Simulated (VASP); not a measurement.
# Be2C (Fm-3m) in VASP: further runs, part 2 of 2

VASP 6.6.1.

**3. Single point, r2SCAN**

This run uses another cell than the first one, of 6.60 Å³/atom.

The input, POSCAR:

```
Be2C
1.0
    2.1468822357      2.1468822357      0.0000000000
   -2.1468822357      2.1468822357      0.0000000000
    0.0000000000      2.1468822357      2.1468822357
Be C
2 1
Direct
    0.2500000000      0.7500000000      0.5000000000
    0.7500000000      0.2500000000      0.5000000000
    0.0000000000      0.0000000000      0.0000000000
```

The input, INCAR.step1:

```
SYSTEM = Be2C
ALGO = Normal
EDIFF = 1E-5
ENCUT = 660
GGA = PE
GGA_COMPAT = .FALSE.
ISMEAR = 0
LASPH = .TRUE.
LCHARG = .FALSE.
LREAL = .FALSE.
LWAVE = .TRUE.
NBANDS = 11
NELM = 120
PREC = Accurate
SIGMA = 0.01
```

The input, INCAR.step2:

```
SYSTEM = Be2C
ALGO = Normal
EDIFF = 1E-6
ENCUT = 660
GGA_COMPAT = .FALSE.
ISIF = 2
ISMEAR = 0
ISTART = 1
LASPH = .TRUE.
LCHARG = .FALSE.
LMIXTAU = .TRUE.
LREAL = .FALSE.
LWAVE = .FALSE.
METAGGA = R2SCAN
NBANDS = 11
NELM = 120
PREC = Accurate
SIGMA = 0.01
```

The input, KPOINTS:

```
k-points
0
G
  10 10 10
  0 0 0
```

Potentials or basis: VASP PAW PBE potentials, release 64 (Be, C).

Started as:

```bash
> cat potpaw_PBE.64/Be/POTCAR potpaw_PBE.64/C/POTCAR > POTCAR
> cp INCAR.step1 INCAR
> mpirun -np 1 vasp_std > vasp.out
> cp INCAR.step2 INCAR
> mpirun -np 1 vasp_std > vasp.out
```

OUTCAR:

```text
SYSTEM = Be2C
   EDIFF = 1E-6
   ENCUT = 660
   ISIF = 2
   ISMEAR = 0
   ISTART = 1
   LASPH = .TRUE.
   LREAL = .FALSE.
   METAGGA = R2SCAN
   NELM = 120
   PREC = Accurate

 ion  position               nearest neighbor table
   1  0.250  0.750  0.500-   3 1.86   3 1.86   3 1.86   3 1.86   2 2.15   2 2.15   2 2.15   2 2.15
                             2 2.15   2 2.15
   2  0.750  0.250  0.500-   3 1.86   3 1.86   3 1.86   3 1.86   1 2.15   1 2.15   1 2.15   1 2.15
                             1 2.15   1 2.15
   3  0.000  0.000  0.000-   1 1.86   2 1.86   1 1.86   2 1.86   2 1.86   1 1.86   2 1.86   1 1.86

  LATTYP: Found a face centered cubic cell.
 ALAT       =     4.2937644714

  Lattice vectors:

 A1 = (   0.0000000000,   2.1468822357,   2.1468822357)
 A2 = (   2.1468822357,   0.0000000000,   2.1468822357)
 A3 = (   2.1468822357,   2.1468822357,   0.0000000000)

Analysis of symmetry for initial positions (statically):
=====================================================================
 Subroutine PRICEL returns:
 Original cell was already a primitive cell.

 Routine SETGRP: Setting up the symmetry group for a
 face centered cubic supercell.

 Subroutine GETGRP returns: Found 48 space group operations
 (whereof 48 operations were pure point group operations)
 out of a pool of 48 trial point group operations.

The static configuration has the point symmetry O_h .

Analysis of symmetry for dynamics (positions and initial velocities):
=====================================================================
 Subroutine PRICEL returns:
 Original cell was already a primitive cell.

 Routine SETGRP: Setting up the symmetry group for a
 face centered cubic supercell.

 Subroutine GETGRP returns: Found 48 space group operations
 (whereof 48 operations were pure point group operations)
 out of a pool of 48 trial point group operations.

The dynamic configuration has the point symmetry O_h .

 Subroutine INISYM returns: Found 48 space group operations
 (whereof 48 operations are pure point group operations),
 and found     1 'primitive' translations

[... 122 lines left out ...]
   LHFCALC =     F    Hartree Fock is set to
   AEXX    =    0.0000 exact exchange contribution
   IVDW    =     0    specifies the selected vdW correction
   LEPSILON=     F    determine dielectric tensor
   LRPA    =     F    only Hartree local field effects (RPA)
 non-spin polarized calculation
 Gauss-broadening in eV      SIGMA  =   0.01
  energy-cutoff  :      660.00
  volume of cell :       19.79
 maximum number of plane-waves:       778
 NGX is ok and might be reduce to    28
   NGX = 13   NGY = 13   NGZ = 13

 number of electron       8.0000000 magnetization

 Free energy of the ion-electron system (eV)
  ---------------------------------------------------
  ext. energy  EPLUGINS =         0.00000000
  ---------------------------------------------------
  free energy    TOTEN  =       -19.46866460 eV

  energy without entropy =      -19.46866460  energy(sigma->0) =      -19.46866460

 E-fermi :   8.0031     XC(G=0): -12.1268

 val. band max:        7.9540960679   @ k =   0.0000   0.0000   0.0000
 cond. band min:       9.4898019042   @ k =   0.5000   0.5000   0.0000
 fundamental gap:      1.5357058363
 Fermi energy:         8.0031213420

 k-point     1 :       0.0000    0.0000    0.0000
  band No.  band energies     occupation
      1      -8.1690      2.00000
      2       7.9541      2.00000
      3       7.9541      2.00000
      4       7.9541      2.00000
      5      12.6209      0.00000
      6      12.6209      0.00000
      7      12.6209      0.00000
      8      15.6434      0.00000
      9      22.5357      0.00000
     10      22.5357      0.00000
     11      22.5357      0.00000
[... 309 lines left out ...]
 k-point    24 :       0.4000    0.3000    0.0000
  band No.  band energies     occupation
      1      -4.3464      2.00000
      2       0.0959      2.00000
      3       2.0014      2.00000
      4       4.1222      2.00000
      5      12.2444      0.00000
      6      18.2072      0.00000
      7      18.8625      0.00000
      8      19.7904      0.00000
      9      21.6750      0.00000
     10      22.2452      0.00000
     11      27.1484      0.00000

 [... further k-points ...]
[... 5 lines left out ...]
  --------------------------------------------------------------------------------------
  -------------------------------------------------------------------------------------
  Total        0.6016835      0.6016835      0.6016835      0.0000000      0.0000000      0.0000000
  in kB       48.7106597     48.7106597     48.7106597      0.0000000      0.0000000      0.0000000
  external PRESSURE =      48.7106597 kB  Pullay stress =       0.0000000 kB

 VOLUME and BASIS-vectors are now :
 -----------------------------------------------------------------------------
  energy-cutoff  :      660.00
  volume of cell :       19.79
      direct lattice vectors                 reciprocal lattice vectors
     2.146882236  2.146882236  0.000000000     0.232895867  0.232895867 -0.232895867
    -2.146882236  2.146882236  0.000000000    -0.232895867  0.232895867 -0.232895867
     0.000000000  2.146882236  2.146882236     0.000000000  0.000000000  0.465791734

 POSITION                                       TOTAL-FORCE (eV/Angst)
 -----------------------------------------------------------------------------------
     -1.07344      3.22032      1.07344         0.000000      0.000000      0.000000
      1.07344      3.22032      1.07344        -0.000000     -0.000000     -0.000000
      0.00000      0.00000      0.00000        -0.000000      0.000000      0.000000
 -----------------------------------------------------------------------------------
    total drift:                                0.000000      0.000000     -0.000000

  FREE ENERGIE OF THE ION-ELECTRON SYSTEM (eV)
  ---------------------------------------------------
  free  energy   TOTEN  =       -19.4686645969 eV

  energy  without entropy=      -19.4686645969  energy(sigma->0) =      -19.46866460
```

OUTCAR.step1:

```text
SYSTEM = Be2C
   EDIFF = 1E-5
   ENCUT = 660
   GGA = PE
   ISMEAR = 0
   LASPH = .TRUE.
   LREAL = .FALSE.
   NELM = 120
[... 561 lines left out ...]
     -1.07344      3.22032      1.07344        -0.000000     -0.000000      0.000000
      1.07344      3.22032      1.07344         0.000000      0.000000     -0.000000
      0.00000      0.00000      0.00000         0.000000     -0.000000      0.000000
 -----------------------------------------------------------------------------------
    total drift:                                0.000000      0.000000     -0.000000

  FREE ENERGIE OF THE ION-ELECTRON SYSTEM (eV)
  ---------------------------------------------------
  free  energy   TOTEN  =       -17.4499785010 eV

  energy  without entropy=      -17.4499785010  energy(sigma->0) =      -17.44997850
```

OSZICAR.step1:

```text
N       E                     dE             d eps       ncg     rms          rms(c)
DAV:   1     0.674222924186E+01    0.67422E+01   -0.45394E+03  1034   0.805E+02
DAV:   2    -0.177594027995E+02   -0.24502E+02   -0.22302E+02  1384   0.138E+02
DAV:   3    -0.185784673572E+02   -0.81906E+00   -0.81468E+00  1344   0.194E+01
DAV:   4    -0.185835675906E+02   -0.51002E-02   -0.50991E-02  1227   0.183E+00
DAV:   5    -0.185835968457E+02   -0.29255E-04   -0.29254E-04  1309   0.126E-01    0.542E+00
DAV:   6    -0.175171112769E+02    0.10665E+01   -0.30672E+00  1079   0.839E+00    0.215E+00
DAV:   7    -0.174594860653E+02    0.57625E-01   -0.19905E-01  1283   0.315E+00    0.129E+00
DAV:   8    -0.174501612647E+02    0.93248E-02   -0.11570E-02  1131   0.128E+00    0.208E-01
DAV:   9    -0.174499780871E+02    0.18318E-03   -0.26447E-04  1306   0.109E-01    0.119E-01
DAV:  10    -0.174499791426E+02   -0.10555E-05   -0.14604E-04  1191   0.853E-02    0.111E-02
DAV:  11    -0.174499785010E+02    0.64162E-06   -0.18029E-05   979   0.227E-02
   1 F= -.17449979E+02 E0= -.17449979E+02  d E =-.110134E-36
```

It took 88 s on 1 thread of Intel Xeon 8259CL, shared host; peak memory 0.16 GiB.

What came out:

* Free energy: -19.4687 eV
* Pressure: 4.9 GPa
* Band gap on the k mesh: 1.54 eV (least direct gap 4.67 eV)

Levels at points of the mesh, in eV from the valence-band top:
```tsv
k point	band 1	band 2	band 3	band 4	band 5	band 6	band 7	band 8
(0.00, 0.00, 0.00)	-16.12	0.00	0.00	0.00	4.67	4.67	4.67	7.69
(0.50, 0.00, 0.00)	-13.11	-9.23	-1.94	-1.94	5.58	5.58	7.83	10.96
(0.50, 0.50, 0.00)	-12.28	-7.22	-5.01	-5.01	1.54	6.34	14.67	14.67
```

Caveat: the cell stands under pressure; the PAW data sets were made with another functional, which shifts forces and pressure a little. A k mesh can miss the band edges.

**4. Single point, r2SCAN**

This run uses another cell than the first one, of 6.60 Å³/atom.

POSCAR is that of step 3.

The input, INCAR.step1:

```
PREC = Accurate ; ENCUT = 660
ISMEAR = 0 ; SIGMA = 0.01
LREAL = F ; LASPH = T
NELM = 120 ; NBANDS = 11
GGA = PE ; ALGO = Normal
EDIFF = 1E-5 ; LWAVE = T
LCHARG = F ; GGA_COMPAT = F
```

The input, INCAR.step2:

```
PREC = Accurate ; ENCUT = 660
EDIFF = 1E-6 ; ISMEAR = 0
SIGMA = 0.01 ; LREAL = F
LASPH = T ; NELM = 120
ALGO = Normal ; ISIF = 2
LWAVE = F ; LCHARG = F
METAGGA = R2SCAN ; LMIXTAU = T
NBANDS = 11 ; ISTART = 1
GGA_COMPAT = F
```

The input, KPOINTS:

```
Automatic mesh
0
Gamma
  10 10 10
```

Potentials or basis: VASP PAW PBE potentials, release 64 (Be, C).

Started as:

```bash
> cat potpaw_PBE.64/Be/POTCAR potpaw_PBE.64/C/POTCAR > POTCAR
> cp INCAR.step1 INCAR
> mpirun -np 1 vasp_std > vasp.out
> cp INCAR.step2 INCAR
> mpirun -np 1 vasp_std > vasp.out
```

OUTCAR:

```text
PREC = Accurate
   ENCUT = 660
   EDIFF = 1E-6
   ISMEAR = 0
   LREAL = F
   LASPH = T
   NELM = 120
   ISIF = 2
   METAGGA = R2SCAN
   ISTART = 1

 ion  position               nearest neighbor table
   1  0.250  0.750  0.500-   3 1.86   3 1.86   3 1.86   3 1.86   2 2.15   2 2.15   2 2.15   2 2.15
                             2 2.15   2 2.15
   2  0.750  0.250  0.500-   3 1.86   3 1.86   3 1.86   3 1.86   1 2.15   1 2.15   1 2.15   1 2.15
                             1 2.15   1 2.15
   3  0.000  0.000  0.000-   1 1.86   2 1.86   1 1.86   2 1.86   2 1.86   1 1.86   2 1.86   1 1.86

  LATTYP: Found a face centered cubic cell.
 ALAT       =     4.2937644714

  Lattice vectors:

 A1 = (   0.0000000000,   2.1468822357,   2.1468822357)
 A2 = (   2.1468822357,   0.0000000000,   2.1468822357)
 A3 = (   2.1468822357,   2.1468822357,   0.0000000000)

Analysis of symmetry for initial positions (statically):
=====================================================================
 Subroutine PRICEL returns:
 Original cell was already a primitive cell.

 Routine SETGRP: Setting up the symmetry group for a
 face centered cubic supercell.

 Subroutine GETGRP returns: Found 48 space group operations
 (whereof 48 operations were pure point group operations)
 out of a pool of 48 trial point group operations.

The static configuration has the point symmetry O_h .

Analysis of symmetry for dynamics (positions and initial velocities):
=====================================================================
 Subroutine PRICEL returns:
 Original cell was already a primitive cell.

 Routine SETGRP: Setting up the symmetry group for a
 face centered cubic supercell.

 Subroutine GETGRP returns: Found 48 space group operations
 (whereof 48 operations were pure point group operations)
 out of a pool of 48 trial point group operations.

The dynamic configuration has the point symmetry O_h .

 Subroutine INISYM returns: Found 48 space group operations
 (whereof 48 operations are pure point group operations),
[... 121 lines left out ...]
  Thomas-Fermi vector in A             =   2.346014
   LORBIT       =      0    0 simple, 1 ext, 2 COOP (PROOUT), +10 PAW based schemes
   METAGGA = R2SCAN    functional components
   LHFCALC =     F    Hartree Fock is set to
   AEXX    =    0.0000 exact exchange contribution
   IVDW    =     0    specifies the selected vdW correction
   LEPSILON=     F    determine dielectric tensor
   LRPA    =     F    only Hartree local field effects (RPA)
 non-spin polarized calculation
 Gauss-broadening in eV      SIGMA  =   0.01
  energy-cutoff  :      660.00
  volume of cell :       19.79
 maximum number of plane-waves:       778
 NGX is ok and might be reduce to    28
   NGX = 13   NGY = 13   NGZ = 13

 number of electron       8.0000000 magnetization

 Free energy of the ion-electron system (eV)
  ---------------------------------------------------
  ext. energy  EPLUGINS =         0.00000000
  ---------------------------------------------------
  free energy    TOTEN  =       -19.46866460 eV

  energy without entropy =      -19.46866460  energy(sigma->0) =      -19.46866460

 E-fermi :   8.0031     XC(G=0): -12.1268

 val. band max:        7.9540960679   @ k =   0.0000   0.0000   0.0000
 cond. band min:       9.4898019042   @ k =   0.5000   0.5000   0.0000
 fundamental gap:      1.5357058363
 Fermi energy:         8.0031213420

 k-point     1 :       0.0000    0.0000    0.0000
  band No.  band energies     occupation
      1      -8.1690      2.00000
      2       7.9541      2.00000
      3       7.9541      2.00000
      4       7.9541      2.00000
      5      12.6209      0.00000
      6      12.6209      0.00000
      7      12.6209      0.00000
      8      15.6434      0.00000
      9      22.5357      0.00000
     10      22.5357      0.00000
     11      22.5357      0.00000
[... 309 lines left out ...]
 k-point    24 :       0.4000    0.3000    0.0000
  band No.  band energies     occupation
      1      -4.3464      2.00000
      2       0.0959      2.00000
      3       2.0014      2.00000
      4       4.1222      2.00000
      5      12.2444      0.00000
      6      18.2072      0.00000
      7      18.8625      0.00000
      8      19.7904      0.00000
      9      21.6750      0.00000
     10      22.2452      0.00000
     11      27.1484      0.00000

 [... further k-points ...]
[... 5 lines left out ...]
  --------------------------------------------------------------------------------------
  -------------------------------------------------------------------------------------
  Total        0.6016835      0.6016835      0.6016835      0.0000000      0.0000000      0.0000000
  in kB       48.7106597     48.7106597     48.7106597      0.0000000      0.0000000      0.0000000
  external PRESSURE =      48.7106597 kB  Pullay stress =       0.0000000 kB

 VOLUME and BASIS-vectors are now :
 -----------------------------------------------------------------------------
  energy-cutoff  :      660.00
  volume of cell :       19.79
      direct lattice vectors                 reciprocal lattice vectors
     2.146882236  2.146882236  0.000000000     0.232895867  0.232895867 -0.232895867
    -2.146882236  2.146882236  0.000000000    -0.232895867  0.232895867 -0.232895867
     0.000000000  2.146882236  2.146882236     0.000000000  0.000000000  0.465791734

 POSITION                                       TOTAL-FORCE (eV/Angst)
 -----------------------------------------------------------------------------------
     -1.07344      3.22032      1.07344         0.000000      0.000000      0.000000
      1.07344      3.22032      1.07344        -0.000000     -0.000000     -0.000000
      0.00000      0.00000      0.00000        -0.000000      0.000000      0.000000
 -----------------------------------------------------------------------------------
    total drift:                                0.000000      0.000000     -0.000000

  FREE ENERGIE OF THE ION-ELECTRON SYSTEM (eV)
  ---------------------------------------------------
  free  energy   TOTEN  =       -19.4686645969 eV

  energy  without entropy=      -19.4686645969  energy(sigma->0) =      -19.46866460
```

OUTCAR.step1:

```text
PREC = Accurate
   ENCUT = 660
   ISMEAR = 0
   LREAL = F
[... 564 lines left out ...]
     -1.07344      3.22032      1.07344        -0.000000     -0.000000      0.000000
      1.07344      3.22032      1.07344         0.000000      0.000000     -0.000000
      0.00000      0.00000      0.00000         0.000000     -0.000000      0.000000
 -----------------------------------------------------------------------------------
    total drift:                                0.000000      0.000000     -0.000000

  FREE ENERGIE OF THE ION-ELECTRON SYSTEM (eV)
  ---------------------------------------------------
  free  energy   TOTEN  =       -17.4499785010 eV

  energy  without entropy=      -17.4499785010  energy(sigma->0) =      -17.44997850
```

Wall time 74 s (1 thread of Intel Xeon 8259CL, shared host); peak memory 0.16 GiB.

Results:

```
Free energy            : -19.4687 eV
Pressure               : 4.9 GPa
Band gap on the k mesh : 1.54 eV (least direct gap 4.67 eV)
```

Caveat: the cell stands under pressure; the PAW data sets were made with another functional, which shifts forces and pressure a little.
